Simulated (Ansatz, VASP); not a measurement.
Mg5Te in VASP and in Ansatz

File INCAR:

```
SYSTEM = Mg5Te
PREC = Accurate
ENCUT = 520
EDIFF = 1E-6
ISMEAR = 0
SIGMA = 0.1
LREAL = .False.
LASPH = .True.
NELM = 80
ALGO = Fast
ISIF = 2
LWAVE = .False.
LCHARG = .False.
GGA = PE
NBANDS = 17
```

KPOINTS

```
regular mesh
0
Gamma
  4 4 4
  0 0 0
```

POSCAR

```
Mg5Te
1.0
    3.6303571100     -3.0372163800      0.0000000000
    3.6303571100      3.0372163800      0.0000000000
   -3.5992999100      0.0000000000      6.5639788800
Mg Te
5 1
Direct
    0.5000000000      0.5000000000      0.0000000000
    0.5000000000      0.0000000000      0.0000000000
    0.0000000000      0.5000000000      0.0000000000
    0.0000000000      0.5000000000      0.5000000000
    0.5000000000      0.0000000000      0.5000000000
    0.5000000000      0.5000000000      0.5000000000
```

Input for Ansatz:

```yaml
crystal:
  lattice:
    - [3.63035711, -3.03721638, 0.0]
    - [3.63035711, 3.03721638, 0.0]
    - [-3.59929991, 0.0, 6.56397888]
  atoms:
    - { symbol: Mg, position: [0.5, 0.5, 0.0] }
    - { symbol: Mg, position: [0.5, 0.0, 0.0] }
    - { symbol: Mg, position: [0.0, 0.5, 0.0] }
    - { symbol: Mg, position: [0.0, 0.5, 0.5] }
    - { symbol: Mg, position: [0.5, 0.0, 0.5] }
    - { symbol: Te, position: [0.5, 0.5, 0.5] }
basis:
  ecutwfc: 420
kpoints:
  mp_grid: { grid: [4, 4, 4] }
hamiltonian:
  xc: pbe
scf:
  occupations: { method: gaussian, width: 0.1 }
  lower_state_search: "off"
output:
  forces: true
  stress: true
  eigenvalues: true
```

Alike in both runs: task single point; functional PBE; k mesh 4 × 4 × 4; occupations gaussian, width 0.1 eV; no spin polarisation.

|  | VASP | Ansatz |
| --- | --- | --- |
| version | VASP 6.6.1 | Ansatz 0.2.0 |
| potentials or method | VASP PAW PBE potentials, release 64 (Mg, Te), cutoff 520 eV | scalar-relativistic, plane waves, PAW |
| valence electrons in the cell | 16 | 66 |

```tsv
	VASP	Ansatz	Ansatz less VASP
gap on the k mesh at the Fermi level (eV)	none	none	-
pressure (GPa)	20.6	20.4	-0.14
traceless stress, the component that is largest in VASP (GPa)	-23.89	-23.70	+0.191
```

A gap of «none» marks a metal or a gap that the smearing closes. VASP's potentials hold 16 valence electrons a cell and Ansatz's 66, so a difference there can come from the potentials and not from the codes.

Spin-orbit coupling is off throughout.
